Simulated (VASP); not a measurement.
Runs of VASP 6.6.1 on CoSi2. The structure is that of space group I4/mmm (No. 139), or close to it. The cells are those of the table. 

```csv
cell,gap on the mesh (eV),pressure (GPa)
"a = 3.745, b = 3.745, c = 3.885 Å, angles 58.8, 58.8, 62.5°, 3 atoms",none,0.5
"a = 3.795, b = 3.795, c = 3.980 Å, angles 58.4, 58.4, 63.2°, 3 atoms",none,(a)
"a = 3.791, b = 3.791, c = 3.885 Å, angles 59.2, 59.2, 61.6°, 3 atoms",none,-4.1
"a = 3.840, b = 3.840, c = 3.695 Å, angles 61.2, 61.2, 57.5°, 3 atoms",none,0.4
```

Alike in all rows: task single point; level PBE; potentials or basis VASP PAW PBE potentials, release 64 (Co, Si); no spin polarisation; k mesh 16 × 16 × 16; cutoff (eV) 520; smearing gaussian 0.15 eV.

Fill in the values left out.

(a) -6.9.

Caveats: an odd number of electrons without spin polarisation forces a metal; a magnetic or distorted state may lie lower; the stress differs along the axes, from -2 to 6 GPa (at least some runs); the stress differs along the axes, from -10 to -0 GPa (at least some runs); the cell stands under tension (at least some runs); the stress differs along the axes, from -3 to 2 GPa (at least some runs).

A gap of «none» marks levels without a gap at the run's occupations.
